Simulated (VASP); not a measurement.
Set up this calculation in VASP 6.6.1, as the native input.

* Task: single point
* Functional: r2SCAN
* Potentials or basis: VASP PAW PBE potentials, release 64 (In_d, P)
* Cutoff: 520 eV
* k mesh: 8 × 8 × 8
* Occupations: gaussian, width 0.01 eV
* Spin: no spin polarisation
* Dipole correction: no
* Further INCAR settings: ALGO = Normal; EDIFF = 1e-06; NBANDS = 16

Crystal: InP.

```
CELL_PARAMETERS angstrom
0.00000 2.95379 2.95379
2.95379 0.00000 2.95379
2.95379 2.95379 0.00000
ATOMIC_POSITIONS crystal
In 0.00000 0.00000 0.00000
P 0.25000 0.25000 0.25000
```

The input as run:

POSCAR

```
InP
1.0
    0.0000000000      2.9537876392      2.9537876392
    2.9537876392      0.0000000000      2.9537876392
    2.9537876392      2.9537876392      0.0000000000
In P
1 1
Direct
    0.0000000000      0.0000000000      0.0000000000
    0.2500000000      0.2500000000      0.2500000000
```

INCAR.step1

```
PREC = Accurate
ENCUT = 520
ISMEAR = 0
SIGMA = 0.01
LREAL = False
LASPH = True
NELM = 60
NBANDS = 16
GGA = PE
ALGO = Normal
EDIFF = 1E-4
LWAVE = True
LCHARG = False
```

INCAR.step2

```
PREC = Accurate
ENCUT = 520
EDIFF = 1E-6
ISMEAR = 0
SIGMA = 0.01
LREAL = False
LASPH = True
NELM = 60
ALGO = Normal
ISIF = 2
LWAVE = False
LCHARG = False
METAGGA = R2SCAN
LMIXTAU = True
NBANDS = 16
ISTART = 1
```

KPOINTS

```
regular mesh
0
Gamma
  8 8 8
```

Potentials or basis: VASP PAW PBE potentials, release 64 (In_d, P).

The run is started by

```sh
$ cat potpaw_PBE.64/In_d/POTCAR potpaw_PBE.64/P/POTCAR > POTCAR
$ cp INCAR.step1 INCAR
$ mpirun -np 1 vasp_std > vasp.out
$ cp INCAR.step2 INCAR
$ mpirun -np 1 vasp_std > vasp.out
```

It gave:

| Quantity | Value |
| --- | --- |
| Pressure | -0.1 GPa |
| Band gap on the k mesh | 1.03 eV, direct |

Caveat: the PAW data sets were made with another functional, which shifts forces and pressure a little; spin-orbit coupling is left out, which moves the levels of the heavy elements.

Wall time 53 s on 1 thread of AMD EPYC 9R45 (Zen 5), with other jobs on the host, peak memory 0.15 GiB.
